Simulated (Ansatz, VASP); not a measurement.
# Te in VASP and in Ansatz

Contents of INCAR:

```
SYSTEM = Te
PREC = Accurate
ENCUT = 520
EDIFF = 1E-6
ISMEAR = -1
SIGMA = 0.08
LREAL = .False.
LASPH = .True.
NELM = 60
ALGO = Normal
ISIF = 2
LWAVE = .False.
LCHARG = .False.
GGA = CA
NBANDS = 16
```

KPOINTS

```
Automatic mesh
0
Gamma
  9 9 6
  0 0 0
```

POSCAR

```
Te
1.0
    4.5917394425      0.0000000000      0.0000000000
   -2.2958697213      3.9765630047      0.0000000000
    0.0000000000      0.0000000000      5.9250000000
Te
3
Direct
    0.7450000000      0.0000000000      0.3333333333
    0.0000000000      0.7450000000      0.6666666667
    0.2550000000      0.2550000000      0.0000000000
```

Input for Ansatz:

```yaml
crystal:
  lattice:
    - [4.5917394425, 0.0, 0.0]
    - [-2.2958697213, 3.9765630047, 0.0]
    - [0.0, 0.0, 5.925]
  atoms:
    - { symbol: Te, position: [0.745, 0.0, 0.3333333333] }
    - { symbol: Te, position: [0.0, 0.745, 0.6666666667] }
    - { symbol: Te, position: [0.255, 0.255, 0.0] }
kpoints:
  mp_grid: { grid: [9, 9, 6] }
  band_path:
    path:
      - [0.0, 0.0, 0.0]
      - [0.5, 0.0, 0.0]
      - [0.3333333333, 0.3333333333, 0.0]
      - [0.0, 0.0, 0.0]
      - [0.0, 0.0, 0.5]
      - [0.5, 0.0, 0.5]
      - [0.3333333333, 0.3333333333, 0.5]
      - [0.0, 0.0, 0.5]
      - [0.5, 0.0, 0.5]
    npoints: 5
scf:
  occupations: { method: fermi_dirac, width: 0.08 }
hamiltonian:
  xc: lda
  pseudopotentials: { kind: all_electron, lapw: { basis_error: 0.0005 } }
output:
  forces: true
  stress: true
  eigenvalues: true
```

Change from the starting cell: equal xx and yy strain of +3 %.

Alike in both runs: task single point; functional LDA; k mesh 9 × 9 × 6; occupations fermi-dirac, width 0.08 eV; no spin polarisation.

```csv
,VASP,Ansatz
version,VASP 6.6.1,Ansatz 0.2.0
potentials or method,"VASP PAW LDA potentials, release 64 (Te), cutoff 520 eV","all-electron LAPW, scalar-relativistic"
```

|  | VASP | Ansatz | Ansatz less VASP |
| --- | --- | --- | --- |
| pressure (GPa) | -2.4 | -2.5 | -0.10 |
| rms of the force components (eV/Å) | 0.095 | 0.076 | -0.0197 |

LDA's correlation is that of Perdew and Zunger in VASP and of Perdew and Wang (1992) in Ansatz. Atom by atom the forces differ by 0.020 eV/Å (rms over components). Ansatz ran all-electron here, and VASP with PAW potentials.

Spin-orbit coupling is off throughout.
